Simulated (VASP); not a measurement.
W:

```
CELL_PARAMETERS angstrom
-1.61338 1.61338 1.61338
1.61338 -1.61338 1.61338
1.61338 1.61338 -1.61338
ATOMIC_POSITIONS crystal
W 0.00000 0.00000 0.00000
```

Base run:

```yaml
Program: VASP 6.6.1
Functional: PBE
Dispersion: D4
Potentials_or_basis: VASP PAW PBE potentials, release 64 (W_sv)
Cutoff: 520 eV
k_mesh: 12 × 12 × 12
Occupations: fermi-dirac, width 0.05 eV
Spin: no spin polarisation
```

Its results: band gap on the k mesh zero (band 7 reaches 15.37 eV, above the bottom of band 8 at 9.48 eV); pressure -16.8 GPa.

Problem. The run is repeated on the same cell with these changes: functional from PBE to BLYP. What comes out?

Solution. Band gap on the k mesh zero (band 7 reaches 15.84 eV, above the bottom of band 8 at 9.96 eV); pressure -12.6 GPa.

BLYP binds less tightly than PBE, so the same cell stands under more pressure.

Caveats: spin-orbit coupling is left out, which moves the levels of the heavy elements; pairwise dispersion overbinds metals, which lowers pressure and volume; the PAW data sets were made with another functional, which shifts forces and pressure a little (some runs).
